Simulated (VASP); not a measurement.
A run of VASP 6.6.1 is set up as follows.

File INCAR:

```
SYSTEM = CaSe
  ALGO = Normal
  EDIFF = 1E-6
  ENCUT = 500
  GGA = CA
  GGA_COMPAT = .FALSE.
  ISIF = 2
  ISMEAR = 0
  LASPH = .TRUE.
  LCHARG = .TRUE.
  LELF = .TRUE.
  LREAL = .FALSE.
  LVHAR = .TRUE.
  LWAVE = .FALSE.
  NBANDS = 15
  NELM = 120
  PREC = Accurate
  SIGMA = 0.02
```

KPOINTS

```
k-points
0
G
  8 8 8
  0 0 0
```

POSCAR

```
CaSe
1.0
    0.0000000000      2.8951827334      2.8951827334
    2.8951827334      0.0000000000      2.8951827334
    2.8951827334      2.8951827334      0.0000000000
Ca Se
1 1
Direct
    0.0000000000      0.0000000000      0.0000000000
    0.5000000000      0.5000000000      0.5000000000
```

Potentials or basis: VASP PAW LDA potentials, release 64 (Ca_sv, Se).

The run is started by

```sh
$ cat potpaw_LDA.64/Ca_sv/POTCAR potpaw_LDA.64/Se/POTCAR > POTCAR
$ mpirun -np 1 vasp_std > vasp.out
```

**Question.** What does it give for the band gap on the k mesh?

**Answer.** 1.70 eV (least direct gap 2.70 eV).

**Question.** Estimate the pressure.

**Answer.** 0.3 GPa.

A k mesh can miss the band edges.
